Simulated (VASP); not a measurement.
Set up this calculation in VASP 6.6.1, as the native input.

```yaml
Task: single point
Functional: PBE
Potentials_or_basis: VASP PAW PBE potentials, release 64 (Ge_d, Cl)
Cutoff: 520 eV
k_mesh: 4 × 4 × 4
Occupations: gaussian, width 0.1 eV
Spin: no spin polarisation
Dipole_correction: no
Further_INCAR_settings: ALGO = Normal; EDIFF = 1e-06; NBANDS = 52
```

The structure of GeCl2 lies in POSCAR:

```
GeCl2
1.0
    4.5514110700     -4.5514110700      0.0000000000
    4.5514110700      4.5514110700      0.0000000000
    0.0000000000      0.0000000000      4.5514110700
Ge Cl
3 6
Direct
    0.0000000000      0.0000000000      0.5000000000
    0.0000000000      0.5000000000      0.0000000000
    0.5000000000      0.0000000000      0.0000000000
    0.7707966700      0.7707966700      0.0000000000
    0.2707966700      0.7292033300      0.0000000000
    0.0000000000      0.5000000000      0.5000000000
    0.2292033300      0.2292033300      0.0000000000
    0.7292033300      0.2707966700      0.0000000000
    0.5000000000      0.0000000000      0.5000000000
```

These files were run (other wordings do the same):

INCAR

```
  PREC = Accurate
  ENCUT = 520
  EDIFF = 1E-6
  ISMEAR = 0
  SIGMA = 0.1
  LREAL = False
  LASPH = True
  NELM = 60
  ALGO = Normal
  ISIF = 2
  LWAVE = False
  LCHARG = False
  GGA = PE
  NBANDS = 52
```

KPOINTS

```
Automatic mesh
0
Gamma
  4 4 4
```

Potentials or basis: VASP PAW PBE potentials, release 64 (Ge_d, Cl).

The run is started by

```bash
$ cat potpaw_PBE.64/Ge_d/POTCAR potpaw_PBE.64/Cl/POTCAR > POTCAR
$ mpirun -np 1 vasp_std > vasp.out
```

It gave:

```
Pressure               : 19.0 GPa
Largest force          : 0.527 eV/Å
Band gap on the k mesh : zero (bands 42 and 43 overlap by 0.55 eV)
```

Caveat: the cell stands under pressure.

Wall time 88 s on 1 thread of Intel(R) Xeon(R) 6975P-C (Granite Rapids), on a shared host, peak memory 0.35 GiB.
